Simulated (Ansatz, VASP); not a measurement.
La: VASP beside Ansatz

```
CELL_PARAMETERS angstrom
3.59962 0.00000 0.00000
-1.79981 3.11736 0.00000
0.00000 0.00000 11.55244
ATOMIC_POSITIONS crystal
La 0.00000 0.00000 0.00000
La 0.00000 0.00000 0.50000
La 0.33333 0.66667 0.75000
La 0.66667 0.33333 0.25000
```

Alike in both runs: task single point; functional LDA; k mesh 10 × 10 × 3; occupations gaussian, width 1 eV; no spin polarisation.

|  | VASP | Ansatz |
| --- | --- | --- |
| version | VASP 6.6.1 | Ansatz 0.2.0 |
| potentials or method | VASP PAW LDA potentials, release 64 (La), cutoff 520 eV | plane waves (420 eV) with PAW, scalar-relativistic |
| valence electrons in the cell | 44 | 44 |

```tsv
	VASP	Ansatz	Ansatz less VASP
pressure (GPa)	1.4	1.5	+0.15
traceless stress, the component that is largest in VASP (GPa)	0.51	0.50	-0.012
```

Ansatz warns that its potentials were made for another functional, while VASP's fit it. LDA's correlation is that of Perdew and Zunger in VASP and of Perdew and Wang (1992) in Ansatz.

Spin-orbit coupling is off throughout.
